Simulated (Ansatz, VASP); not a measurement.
**One calculation of Sb2Se3, two programs**

```xyz
10
Lattice="4.0012 0.0000 0.0000 -2.0006 3.4652 0.0000 0.0000 0.0000 20.0922" Properties=species:S:1:pos:R:3 pbc="T T T"
Sb    0.0000    2.3101    7.0485
Sb    2.0006    1.1551   17.0947
Sb    2.0006    1.1551   13.0437
Sb    0.0000    2.3101    2.9976
Se    2.0006    1.1551    5.0231
Se    0.0000    2.3101   15.0692
Se    0.0000    2.3101   11.4110
Se    2.0006    1.1551    1.3649
Se    0.0000    2.3101   18.7273
Se    2.0006    1.1551    8.6812
```

Change from the starting cell: species swapped into the B3Ru2 type (P6_3/mmc, No. 194).

Alike in both runs: functional PBE; k mesh 3 × 3 × 1; occupations gaussian, width 0.15 eV; no spin polarisation.

Ansatz relaxed the structure, and its values are those at the end. VASP's run is a single point on that final structure, the one shown.

|  | VASP | Ansatz |
| --- | --- | --- |
| version | VASP 6.6.1 | Ansatz 0.2.0 |
| potentials or method | VASP PAW PBE potentials, release 64 (Sb, Se), cutoff 500 eV | scalar-relativistic, plane waves, PAW |
| valence electrons in the cell | 56 | 156 |

```tsv
	VASP	Ansatz	Ansatz less VASP
gap on the k mesh at the Fermi level (eV)	none	none	-
pressure (GPa)	-0.1	-0.1	+0.06
rms of the force components (eV/Å)	0.019	0.018	-0.0011
```

A gap of «none» marks a metal or a gap that the smearing closes. With one functional, cell and mesh, what is left measures potentials, basis and numerics. VASP's potentials hold 56 valence electrons a cell and Ansatz's 156, so a difference there can come from the potentials and not from the codes.

The k mesh is coarse, so the values compare programs but aren't converged. Neither program's run includes spin-orbit coupling.
